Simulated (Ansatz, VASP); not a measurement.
# One calculation of LiF, two programs

The input INCAR:

```
PREC     = Accurate       # precision mode
ENCUT    = 520            # plane-wave cutoff, eV
EDIFF    = 1E-6           # SCF threshold, eV
ISMEAR   = -1             # smearing method
SIGMA    = 0.1            # smearing width, eV
LREAL    = False          # projectors in reciprocal space
LASPH    = True           # aspherical terms in the spheres
NELM     = 60             # most SCF steps
ALGO     = Normal         # electronic algorithm
ISIF     = 2              # what is computed and relaxed
LWAVE    = False          # write WAVECAR
LCHARG   = False          # write CHGCAR
GGA      = PE             # functional
NBANDS   = 12             # bands
```

The input KPOINTS:

```
Automatic mesh
0
Gamma
  8 8 8
```

POSCAR

```
LiF
1.0
    0.0000000000      2.0350000000      2.0350000000
    2.0350000000      0.0000000000      2.0350000000
    2.0350000000      2.0350000000      0.0000000000
Li F
1 1
Direct
    0.0000000000      0.0000000000      0.0000000000
    0.5000000000      0.5000000000      0.5000000000
```

Input for Ansatz:

```yaml
crystal:
  lattice:
    - [0, 2.035, 2.035]
    - [2.035, 0, 2.035]
    - [2.035, 2.035, 0]
  atoms:
    - { symbol: Li, position: [0, 0, 0] }
    - { symbol: F, position: [0.5, 0.5, 0.5] }
kpoints:
  mp_grid: { grid: [8, 8, 8] }
hamiltonian:
  xc: pbe
  pseudopotentials: { kind: paw, source: ansatz }
scf:
  occupations: { method: fermi_dirac, width: 0.1 }
  convergence: { dr2_threshold: "1e-10 eV" }
  max_iter: 300
  n_bands: 21
output:
  forces: true
  stress: true
  eigenvalues: true
```

Alike in both runs: task single point; functional PBE; k mesh 8 × 8 × 8; occupations fermi-dirac, width 0.1 eV; no spin polarisation.

```csv
,VASP,Ansatz
version,VASP 6.6.1,Ansatz 0.2.0 development build
potentials or method,"VASP PAW PBE potentials, release 64 (Li_sv, F)","plane waves, PAW datasets (hand-made set)"
plane-wave cutoff (eV),520,1050
valence electrons in the cell,10,10
```

|  | VASP | Ansatz | Ansatz less VASP |
| --- | --- | --- | --- |
| gap on the k mesh at the Fermi level (eV) | 8.82 | 8.80 | -0.018 |

Noted on VASP's run: the cutoff is short for stress, so the pressure is rough.
